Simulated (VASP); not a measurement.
Write the native input for VASP 6.6.1 that does the following.

| Quantity | Value |
| --- | --- |
| Task | single point |
| Functional | LDA |
| Potentials or basis | VASP PAW LDA potentials, release 64 (Ni_sv_GW, O) |
| Cutoff | 600 eV |
| k mesh | 12 × 12 × 6 |
| Occupations | gaussian, width 0.05 eV |
| Spin | no spin polarisation |
| Dipole correction | no |
| Second run | valence_matched |
| Further INCAR settings | ALGO = Normal; EDIFF = 1e-06; NBANDS = 22 |

The structure of NiO2 lies in POSCAR:

```
NiO2
1.0
    2.6525108924      0.0000000000      0.0000000000
   -1.3262554462      2.2971418167      0.0000000000
    0.0000000000      0.0000000000      4.5631144882
Ni O
1 2
Direct
    0.0000000000      0.0000000000      0.5000000000
    0.6666666667      0.3333333333      0.7067356968
    0.3333333333      0.6666666667      0.2932643032
```

This cell differs from its parent crystal: c/a of the conventional cell at fixed volume 1.7203.

These files were run (other wordings do the same):

INCAR

```
SYSTEM = NiO2
PREC = Accurate ; ENCUT = 600
EDIFF = 1E-6 ; ISMEAR = 0
SIGMA = 0.05 ; LREAL = .False.
LASPH = .True. ; NELM = 120
ALGO = Normal ; ISIF = 2
LWAVE = .False. ; LCHARG = .False.
NBANDS = 22 ; GGA_COMPAT = .False.
```

KPOINTS

```
Automatic mesh
0
Gamma
  12 12 6
  0 0 0
```

Potentials or basis: VASP PAW LDA potentials, release 64 (Ni_sv_GW, O).

Run with:

```bash
$ cat potpaw_LDA.64/Ni_sv_GW/POTCAR potpaw_LDA.64/O/POTCAR > POTCAR
$ mpirun -np 1 vasp_std > vasp.out
```

It gave:

* Pressure: 19.1 GPa
* Largest force: 0.876 eV/Å
* Band gap on the k mesh: 1.05 eV, indirect (least direct gap 1.28 eV)

It took 54 s on 1 thread of AMD EPYC 9R45 96-Core Processor (Zen 5), on a shared host, peak memory 0.18 GiB.
